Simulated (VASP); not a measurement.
# MoS2 (R3m) in VASP: notebook, part 3 of 4

VASP 6.6.1.

## (5) Electric field gradients, LDA (equal xx and yy strain of -2 %)

The input, INCAR:

```
PREC     = Accurate       # precision mode
ENCUT    = 520            # plane-wave cutoff, eV
EDIFF    = 1E-8           # SCF threshold, eV
ISMEAR   = -1             # smearing method
SIGMA    = 0.05           # smearing width, eV
LREAL    = False          # projectors in reciprocal space
LASPH    = True           # aspherical terms in the spheres
NELM     = 100            # most SCF steps
ALGO     = Normal         # electronic algorithm
ISIF     = 2              # what is computed and relaxed
LWAVE    = False          # write WAVECAR
LCHARG   = False          # write CHGCAR
GGA      = CA             # functional
LEFG     = True         
NBANDS   = 20             # bands
```

The input, KPOINTS:

```
regular mesh
0
Gamma
  15 15 15
```

The input, POSCAR:

```
MoS2
1.0
    1.5498703497      0.8948180636      6.1233300000
   -1.5498703497      0.8948180636      6.1233300000
    0.0000000000     -1.7896361271      6.1233300000
Mo S
1 2
Direct
    0.0000000000      0.0000000000      0.0000000000
    0.7484000000      0.7484000000      0.7484000000
    0.5849000000      0.5849000000      0.5849000000
```

Potentials or basis: VASP PAW LDA potentials, release 64 (Mo_sv, S).

Run with:

```console
> cat potpaw_LDA.64/Mo_sv/POTCAR potpaw_LDA.64/S/POTCAR > POTCAR
> mpirun -np 1 vasp_std > vasp.out
```

OUTCAR:

```text
PREC = Accurate
   ENCUT = 520
   EDIFF = 1E-8
   ISMEAR = -1
   LREAL = False
   LASPH = True
   NELM = 100
   ISIF = 2
   GGA = CA

 ion  position               nearest neighbor table
   1  0.000  0.000  0.000-   2 2.34   2 2.34   2 2.34   3 2.34   3 2.34   3 2.34
   2  0.748  0.748  0.748-   1 2.34   1 2.34   1 2.34
   3  0.585  0.585  0.585-   1 2.34   1 2.34   1 2.34

  LATTYP: Found a trigonal (rhomboedric) cell.
 ALAT       =     6.3794958858
 COS(alpha) =     0.8819548870

  Lattice vectors:

 A1 = (   1.5498703497,   0.8948180636,   6.1233300000)
 A2 = (  -1.5498703497,   0.8948180636,   6.1233300000)
 A3 = (   0.0000000000,  -1.7896361271,   6.1233300000)

Analysis of symmetry for initial positions (statically):
=====================================================================
 Subroutine PRICEL returns:
 Original cell was already a primitive cell.

 Routine SETGRP: Setting up the symmetry group for a
 trigonal (rhombohedral) supercell.

 Subroutine GETGRP returns: Found  6 space group operations
 (whereof  6 operations were pure point group operations)
 out of a pool of 12 trial point group operations.

The static configuration has the point symmetry C_3v.

Analysis of symmetry for dynamics (positions and initial velocities):
=====================================================================
 Subroutine PRICEL returns:
 Original cell was already a primitive cell.

 Routine SETGRP: Setting up the symmetry group for a
 trigonal (rhombohedral) supercell.

 Subroutine GETGRP returns: Found  6 space group operations
[... 156 lines left out ...]
 fundamental gap:      0.9180860667
 Fermi energy:         8.5042019118

 k-point     1 :       0.0000    0.0000    0.0000
  band No.  band energies     occupation
      1     -53.1023      2.00000
      2     -27.5394      2.00000
      3     -27.2228      2.00000
      4     -27.2228      2.00000
      5      -7.3612      2.00000
      6      -5.4416      2.00000
[... 541 lines left out ...]
     19      16.6356      0.00000
     20      17.2268      0.00000

 [... further k-points ...]
[... 5 lines left out ...]
  --------------------------------------------------------------------------------------
  -------------------------------------------------------------------------------------
  Total        2.2419326      2.2419326      3.6800958      0.0000000      0.0000000      0.0000000
  in kB       70.4959414     70.4959414    115.7179363      0.0000000      0.0000000      0.0000000
  external PRESSURE =      85.5699397 kB  Pullay stress =       0.0000000 kB

 VOLUME and BASIS-vectors are now :
 -----------------------------------------------------------------------------
  energy-cutoff  :      520.00
  volume of cell :       50.95
      direct lattice vectors                 reciprocal lattice vectors
     1.549870350  0.894818064  6.123330000     0.322607630  0.186257602  0.054436611
    -1.549870350  0.894818064  6.123330000    -0.322607630  0.186257602  0.054436611
     0.000000000 -1.789636127  6.123330000     0.000000000 -0.372515204  0.054436611

 POSITION                                       TOTAL-FORCE (eV/Angst)
 -----------------------------------------------------------------------------------
      0.00000      0.00000      0.00000         0.000000     -0.000000     -0.002382
      0.00000      0.00000     13.74810         0.000000      0.000000      1.341072
      0.00000      0.00000     10.74461         0.000000     -0.000000     -1.338689
 -----------------------------------------------------------------------------------
    total drift:                                0.000000      0.000000      0.000006

  FREE ENERGIE OF THE ION-ELECTRON SYSTEM (eV)
  ---------------------------------------------------
  free  energy   TOTEN  =       -24.3880502135 eV

  energy  without entropy=      -24.3880491038  energy(sigma->0) =      -24.38804966

 Electric field gradients (V/A^2)
---------------------------------------------------------------------
 ion       V_xx      V_yy      V_zz      V_xy      V_xz      V_yz
---------------------------------------------------------------------
   1      47.453    47.453   -94.907     0.000     0.000    -0.000
   2      32.115    32.115   -64.230     0.000    -0.000    -0.000
   3      31.347    31.347   -62.694     0.000     0.000    -0.000
---------------------------------------------------------------------

 Electric field gradients after diagonalization (V/A^2)
 (convention: |V_zz| > |V_xx| > |V_yy|)
----------------------------------------------------------------------
 ion       V_xx      V_yy      V_zz     asymmetry (V_yy - V_xx)/ V_zz
----------------------------------------------------------------------
   1      47.453    47.453   -94.907       0.000
   2      32.115    32.115   -64.230       0.000
   3      31.347    31.347   -62.694       0.000
----------------------------------------------------------------------

           NMR quadrupolar parameters

 Cq : quadrupolar parameter    Cq=e*Q*V_zz/h
 eta: asymmetry parameters     (V_yy - V_xx)/ V_zz
 Q  : nuclear electric quadrupole moment in mb (millibarn)
----------------------------------------------------------------------
 ion       Cq(MHz)       eta       Q (mb)
----------------------------------------------------------------------
   1      -0.229       0.000       1.000
   2      -0.155       0.000       1.000
   3      -0.152       0.000       1.000
----------------------------------------------------------------------
```

OSZICAR:

```text
N       E                     dE             d eps       ncg     rms          rms(c)
DAV:   1     0.194053744575E+03    0.19405E+03   -0.13401E+04 13776   0.124E+03
DAV:   2    -0.173395020063E+02   -0.21139E+03   -0.20523E+03 15984   0.329E+02
DAV:   3    -0.256532081685E+02   -0.83137E+01   -0.82295E+01 16712   0.615E+01
DAV:   4    -0.257556092305E+02   -0.10240E+00   -0.10234E+00 16508   0.717E+00
DAV:   5    -0.257571840398E+02   -0.15748E-02   -0.15747E-02 17224   0.878E-01    0.297E+01
DAV:   6    -0.246585542259E+02    0.10986E+01   -0.75991E+00 15668   0.190E+01    0.947E+00
DAV:   7    -0.244821434186E+02    0.17641E+00   -0.24946E+00 15064   0.105E+01    0.714E+00
DAV:   8    -0.243899923060E+02    0.92151E-01   -0.44559E-01 16172   0.456E+00    0.145E+00
DAV:   9    -0.243887349652E+02    0.12573E-02   -0.14096E-02 15932   0.817E-01    0.424E-01
DAV:  10    -0.243880633387E+02    0.67163E-03   -0.42737E-03 15584   0.445E-01    0.965E-02
DAV:  11    -0.243880482899E+02    0.15049E-04   -0.30253E-04 15896   0.127E-01    0.259E-02
DAV:  12    -0.243880486240E+02   -0.33411E-06   -0.10916E-05 16108   0.216E-02    0.120E-02
DAV:  13    -0.243880501938E+02   -0.15698E-05   -0.21451E-06 15408   0.966E-03    0.420E-03
DAV:  14    -0.243880502154E+02   -0.21561E-07   -0.21049E-07 16988   0.283E-03    0.148E-03
DAV:  15    -0.243880502135E+02    0.18877E-08   -0.33007E-08 13180   0.132E-03
   1 F= -.24388050E+02 E0= -.24388050E+02  d E =-.110973E-05
```

Wall time 6.8 min (1 thread of Intel Xeon 6975P-C (Granite Rapids), shared host); peak memory 0.49 GiB.

What came out:

```yaml
Free_energy: -24.3881 eV
Pressure: 8.6 GPa
Largest_force: 1.341 eV/Å
Band_gap_on_the_k_mesh: 0.92 eV (least direct gap 1.83 eV)
Largest_electric_field_gradient_by_atom: Mo -94.9; S -64.2, -62.7 V/Å²
```

Forces in eV/Å, atoms in the order of the input:
```
Mo   0.000  0.000 -0.002
S    0.000  0.000  1.341
S    0.000  0.000 -1.339
```

Stress tensor (GPa, compression positive):
```
 7.05  0.00  0.00
 0.00  7.05  0.00
 0.00  0.00 11.57
```

Electric field gradients, principal values (V/Å²):
```csv
atom,least,middle,greatest (by size)
1 Mo,47.453,47.453,-94.907
2 S,32.115,32.115,-64.230
3 S,31.347,31.347,-62.694
```

Caveat: the cell differs from its parent crystal (equal xx and yy strain of -2 %); the cell stands under pressure; without QUAD_EFG the Cq values of the log hold for a quadrupole moment of 1 mb, not for the nuclei; an odd mesh through Γ misses points on the zone boundary, where band edges can lie; forces of over 1 eV/Å act on the atoms, so gaps and moduli don't describe the material at rest.

## (6) Electric field gradients, LDA (equal xx and yy strain of -1 %)

The input, INCAR:

```
PREC = Accurate
ENCUT = 520
EDIFF = 1E-8
ISMEAR = -1
SIGMA = 0.05
LREAL = False
LASPH = True
NELM = 80
ALGO = Normal
ISIF = 2
LWAVE = False
LCHARG = False
LEFG = True
NBANDS = 20
```

The input, KPOINTS:

```
Automatic mesh
0
Gamma
  15 15 15
```

The input, POSCAR:

```
MoS2
1.0
    1.5656853532      0.9039488601      6.1233300000
   -1.5656853532      0.9039488601      6.1233300000
    0.0000000000     -1.8078977203      6.1233300000
Mo S
1 2
Direct
    0.0000000000      0.0000000000      0.0000000000
    0.7484000000      0.7484000000      0.7484000000
    0.5849000000      0.5849000000      0.5849000000
```

Potentials or basis: VASP PAW LDA potentials, release 64 (Mo_sv, S).

Run with:

```console
> cat potpaw_LDA.64/Mo_sv/POTCAR potpaw_LDA.64/S/POTCAR > POTCAR
> mpirun -np 1 vasp_std > vasp.out
```

OUTCAR:

```text
PREC = Accurate
   ENCUT = 520
   EDIFF = 1E-8
   ISMEAR = -1
   LREAL = False
   LASPH = True
   NELM = 80
   ISIF = 2

 ion  position               nearest neighbor table
   1  0.000  0.000  0.000-   2 2.35   2 2.35   2 2.35   3 2.35   3 2.35   3 2.35
   2  0.748  0.748  0.748-   1 2.35   1 2.35   1 2.35
   3  0.585  0.585  0.585-   1 2.35   1 2.35   1 2.35

  LATTYP: Found a trigonal (rhomboedric) cell.
 ALAT       =     6.3846428605
 COS(alpha) =     0.8797276615

  Lattice vectors:

 A1 = (   1.5656853532,   0.9039488601,   6.1233300000)
 A2 = (  -1.5656853532,   0.9039488601,   6.1233300000)
 A3 = (   0.0000000000,  -1.8078977203,   6.1233300000)

Analysis of symmetry for initial positions (statically):
=====================================================================
 Subroutine PRICEL returns:
 Original cell was already a primitive cell.

 Routine SETGRP: Setting up the symmetry group for a
 trigonal (rhombohedral) supercell.

 Subroutine GETGRP returns: Found  6 space group operations
 (whereof  6 operations were pure point group operations)
 out of a pool of 12 trial point group operations.

The static configuration has the point symmetry C_3v.

Analysis of symmetry for dynamics (positions and initial velocities):
=====================================================================
 Subroutine PRICEL returns:
 Original cell was already a primitive cell.

 Routine SETGRP: Setting up the symmetry group for a
 trigonal (rhombohedral) supercell.

 Subroutine GETGRP returns: Found  6 space group operations
 (whereof  6 operations were pure point group operations)
 out of a pool of 12 trial point group operations.
[... 155 lines left out ...]
 Fermi energy:         8.2262910104

 k-point     1 :       0.0000    0.0000    0.0000
  band No.  band energies     occupation
      1     -53.3915      2.00000
      2     -27.7983      2.00000
      3     -27.5269      2.00000
      4     -27.5269      2.00000
      5      -7.4941      2.00000
      6      -5.6016      2.00000
[... 541 lines left out ...]
     19      16.3388      0.00000
     20      16.8946      0.00000

 [... further k-points ...]
[... 5 lines left out ...]
  --------------------------------------------------------------------------------------
  -------------------------------------------------------------------------------------
  Total        0.9428692      0.9428692      2.8564073      0.0000000     -0.0000000      0.0000000
  in kB       29.0519146     29.0519146     88.0123173      0.0000000     -0.0000000      0.0000000
  external PRESSURE =      48.7053821 kB  Pullay stress =       0.0000000 kB

 VOLUME and BASIS-vectors are now :
 -----------------------------------------------------------------------------
  energy-cutoff  :      520.00
  volume of cell :       52.00
      direct lattice vectors                 reciprocal lattice vectors
     1.565685353  0.903948860  6.123330000     0.319348967  0.184376212  0.054436611
    -1.565685353  0.903948860  6.123330000    -0.319348967  0.184376212  0.054436611
     0.000000000 -1.807897720  6.123330000     0.000000000 -0.368752424  0.054436611

 POSITION                                       TOTAL-FORCE (eV/Angst)
 -----------------------------------------------------------------------------------
      0.00000      0.00000      0.00000         0.000000      0.000000     -0.002405
      0.00000     -0.00000     13.74810         0.000000     -0.000000      1.080383
      0.00000     -0.00000     10.74461         0.000000      0.000000     -1.077978
 -----------------------------------------------------------------------------------
    total drift:                                0.000000      0.000000     -0.000059

  FREE ENERGIE OF THE ION-ELECTRON SYSTEM (eV)
  ---------------------------------------------------
  free  energy   TOTEN  =       -24.4207897063 eV

  energy  without entropy=      -24.4207864346  energy(sigma->0) =      -24.42078807

 Electric field gradients (V/A^2)
---------------------------------------------------------------------
 ion       V_xx      V_yy      V_zz      V_xy      V_xz      V_yz
---------------------------------------------------------------------
   1      47.902    47.902   -95.804     0.000    -0.000     0.000
   2      32.070    32.070   -64.139     0.000    -0.000     0.000
   3      31.313    31.313   -62.625     0.000     0.000     0.000
---------------------------------------------------------------------

 Electric field gradients after diagonalization (V/A^2)
 (convention: |V_zz| > |V_xx| > |V_yy|)
----------------------------------------------------------------------
 ion       V_xx      V_yy      V_zz     asymmetry (V_yy - V_xx)/ V_zz
----------------------------------------------------------------------
   1      47.902    47.902   -95.804       0.000
   2      32.070    32.070   -64.139       0.000
   3      31.313    31.313   -62.625       0.000
----------------------------------------------------------------------

           NMR quadrupolar parameters

 Cq : quadrupolar parameter    Cq=e*Q*V_zz/h
 eta: asymmetry parameters     (V_yy - V_xx)/ V_zz
 Q  : nuclear electric quadrupole moment in mb (millibarn)
----------------------------------------------------------------------
 ion       Cq(MHz)       eta       Q (mb)
----------------------------------------------------------------------
   1      -0.232       0.000       1.000
   2      -0.155       0.000       1.000
   3      -0.151       0.000       1.000
----------------------------------------------------------------------
```

stdout:

```text
POSCAR found type information on POSCAR MoS
 POSCAR found :  2 types and       3 ions
 scaLAPACK will be used
 LDA part: xc-table for (Slater(with rela. corr.)+CA(PZ))
 , standard interpolation
 POSCAR, INCAR and KPOINTS ok, starting setup
 FFT: planning ... GRIDC
 FFT: planning ... GRID_SOFT
 FFT: planning ... GRID
 WAVECAR not read
 entering main loop
ion   1

ion   2

ion   3
```

It took 5.9 min on 1 thread of Intel Xeon 6975P-C (Granite Rapids), shared host; peak memory 0.49 GiB.

Results:

```yaml
Free_energy: -24.4208 eV
Pressure: 4.9 GPa
Largest_force: 1.080 eV/Å
Band_gap_on_the_k_mesh: 0.77 eV (least direct gap 1.73 eV)
Largest_electric_field_gradient_by_atom: Mo -95.8; S -64.1, -62.6 V/Å²
```

Forces on the atoms (eV/Å):
```
Mo   0.000  0.000 -0.002
S    0.000  0.000  1.080
S    0.000  0.000 -1.078
```

Levels at points of the mesh, in eV from the valence-band top:
| k point | band 10 | band 11 | band 12 | band 13 | band 14 | band 15 | band 16 | band 17 |
| --- | --- | --- | --- | --- | --- | --- | --- | --- |
| (0.00, 0.00, 0.00) | -2.61 | -2.61 | -1.35 | -1.29 | 2.00 | 2.00 | 2.54 | 2.54 |

Electric field gradients, principal values (V/Å²):
```
atom   least  middle  greatest (by size)
1 Mo  47.902  47.902             -95.804
 2 S  32.070  32.070             -64.139
 3 S  31.313  31.313             -62.625
```

Caveat: the cell differs from its parent crystal (equal xx and yy strain of -1 %); the cell stands under pressure; without QUAD_EFG the Cq values of the log hold for a quadrupole moment of 1 mb, not for the nuclei; an odd mesh through Γ misses points on the zone boundary, where band edges can lie; forces of over 1 eV/Å act on the atoms, so gaps and moduli don't describe the material at rest.

[end of part 3 of 4]
